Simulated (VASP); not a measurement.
Here is a VASP 6.6.1 calculation.

File INCAR:

```
SYSTEM = Au
ALGO = Fast
EDIFF = 1E-6
ENCUT = 520
GGA = PE
ISIF = 2
ISMEAR = 0
LASPH = .TRUE.
LCHARG = .FALSE.
LREAL = .FALSE.
LWAVE = .FALSE.
NBANDS = 12
NELM = 60
PREC = Accurate
SIGMA = 0.1
```

The input KPOINTS:

```
k-points
0
G
  18 18 18
  0 0 0
```

File POSCAR:

```
Au
1.0
    0.0000000000      1.9835009146      1.9835009146
    1.9835009146      0.0000000000      1.9835009146
    1.9835009146      1.9835009146      0.0000000000
Au
1
Direct
    0.0000000000      0.0000000000      0.0000000000
```

Potentials or basis: VASP PAW PBE potentials, release 64 (Au).

Launch:

```console
$ cat potpaw_PBE.64/Au/POTCAR > POTCAR
$ mpirun -np 1 vasp_std > vasp.out
```

Problem. Estimate the pressure.

Solution. 29.6 GPa.
